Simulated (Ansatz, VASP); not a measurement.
# AlN: VASP beside Ansatz

```
CELL_PARAMETERS angstrom
3.10669 0.00000 0.00000
-1.55335 2.69048 0.00000
0.00000 0.00000 4.97859
ATOMIC_POSITIONS crystal
Al 0.33333 0.66667 0.99670
Al 0.66667 0.33333 0.49670
N 0.33333 0.66667 0.37830
N 0.66667 0.33333 0.87830
```

Alike in both runs: task single point; functional r2SCAN; k mesh 12 × 12 × 6; no spin polarisation.

```csv
,VASP,Ansatz
version,VASP 6.6.1,Ansatz 0.2.0
potentials or method,"VASP PAW PBE potentials, release 64 (Al, N)","plane waves, PAW"
plane-wave cutoff (eV),520,500
occupations,"gaussian, width 0.01 eV",fixed
valence electrons in the cell,16,16
```

```tsv
	VASP	Ansatz	Ansatz less VASP
gap on the k mesh at the Fermi level (eV)	4.92	4.88	-0.040
pressure (GPa)	-0.4	0.0	+0.39
```

VASP's potentials were made for PBE, not for r2SCAN.
